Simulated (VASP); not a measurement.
Wanted: the native input for a VASP 6.6.1 run.

```
Task                   : electric field gradients
Functional             : PBEsol
Potentials or basis    : VASP PAW PBE potentials, release 64 (Hf_pv)
Cutoff                 : 520 eV
k mesh                 : 16 × 16 × 16
Occupations            : fermi-dirac, width 0.03 eV
Spin                   : no spin polarisation
Dipole correction      : no
Further INCAR settings : ALGO = Normal; EDIFF = 1e-08; NBANDS = 11
```

The structure of Hf lies in POSCAR:

```
Hf
1.0
    0.0000000000      2.1746811614      2.1746811614
    2.1746811614      0.0000000000      2.1746811614
    2.1746811614      2.1746811614      0.0000000000
Hf
1
Direct
    0.0000000000      0.0000000000      0.0000000000
```

This cell differs from its parent crystal: volume scaled by 0.94.

One way to write it, as run:

INCAR

```
  PREC = Accurate
  ENCUT = 520
  EDIFF = 1E-8
  ISMEAR = -1
  SIGMA = 0.03
  LREAL = F
  LASPH = T
  NELM = 100
  ALGO = Normal
  ISIF = 2
  LWAVE = F
  LCHARG = F
  GGA = PS
  LEFG = T
  NBANDS = 11
```

KPOINTS

```
regular mesh
0
Gamma
  16 16 16
```

Potentials or basis: VASP PAW PBE potentials, release 64 (Hf_pv).

Command:

```sh
$ cat potpaw_PBE.64/Hf_pv/POTCAR > POTCAR
$ mpirun -np 1 vasp_std > vasp.out
```

Results of the run:

```yaml
Pressure: 5.1 GPa
Band_gap_on_the_k_mesh: zero (band 5 reaches 6.59 eV, above the bottom of band 6 at 4.75 eV)
```

Caveat: without QUAD_EFG the Cq values of the log hold for a quadrupole moment of 1 mb, not for the nuclei; the PAW data sets were made with another functional, which shifts forces and pressure a little; spin-orbit coupling is left out, which moves the levels of the heavy elements.

Run time: 18 s on 1 thread of Intel Xeon 6975P-C, on a shared host, peak memory 0.16 GiB.
